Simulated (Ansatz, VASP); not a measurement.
One calculation of TaN, two programs

The input INCAR:

```
SYSTEM = TaN
  PREC = Accurate
  ENCUT = 520
  EDIFF = 1E-6
  ISMEAR = 0
  SIGMA = 0.15
  LREAL = .False.
  LASPH = .True.
  NELM = 80
  ALGO = Normal
  ISIF = 2
  LWAVE = .False.
  LCHARG = .False.
  GGA = PE
  NBANDS = 15
```

Contents of KPOINTS:

```
Automatic mesh
0
Gamma
  18 18 18
  0 0 0
```

File POSCAR:

```
TaN
1.0
   -0.3312168385      2.2081122570      2.1787443640
    1.8768954184      0.0000000000      1.8475275254
    2.2081122570      2.2081122570     -0.3312168385
Ta N
1 1
Direct
    0.5000000000      0.5000000000      0.5000000000
    0.0000000000      0.0000000000      0.0000000000
```

Input for Ansatz:

```yaml
crystal:
  lattice:
    - [-0.3312168385, 2.208112257, 2.178744364]
    - [1.8768954184, 0.0, 1.8475275254]
    - [2.208112257, 2.208112257, -0.3312168385]
  atoms:
    - { symbol: Ta, position: [0.5, 0.5, 0.5] }
    - { symbol: "N", position: [0.0, 0.0, 0.0] }
basis:
  ecutwfc: 520.0
kpoints:
  mp_grid: { grid: [18, 18, 18] }
hamiltonian:
  xc: pbe
  pseudopotentials: { kind: paw, azcp: { folder: soft_1 } }
scf:
  occupations: { method: gaussian, width: 0.15 }
output:
  forces: true
  stress: true
  eigenvalues: true
```

Change from the starting cell: engineering shear strain xz -0.3000, normal strain along z -0.0133.

Alike in both runs: task single point; functional PBE; k mesh 18 × 18 × 18; occupations gaussian, width 0.15 eV; no spin polarisation.

|  | VASP | Ansatz |
| --- | --- | --- |
| version | VASP 6.6.1 | Ansatz 0.2.0 |
| potentials or method | VASP PAW PBE potentials, release 64 (Ta_pv, N), cutoff 520 eV | scalar-relativistic, plane waves, PAW |
| valence electrons in the cell | 16 | 18 |

```csv
,VASP,Ansatz,Ansatz less VASP
gap on the k mesh at the Fermi level (eV),none,none,-
pressure (GPa),16.2,15.0,-1.18
"traceless stress, the component that is largest in VASP (GPa)",30.90,31.03,+0.131
```

A gap of «none» marks a metal or a gap that the smearing closes. With one functional, cell and mesh, what is left measures potentials, basis and numerics. VASP's potentials hold 16 valence electrons a cell and Ansatz's 18, so a difference there can come from the potentials and not from the codes.

Spin-orbit coupling is off throughout.
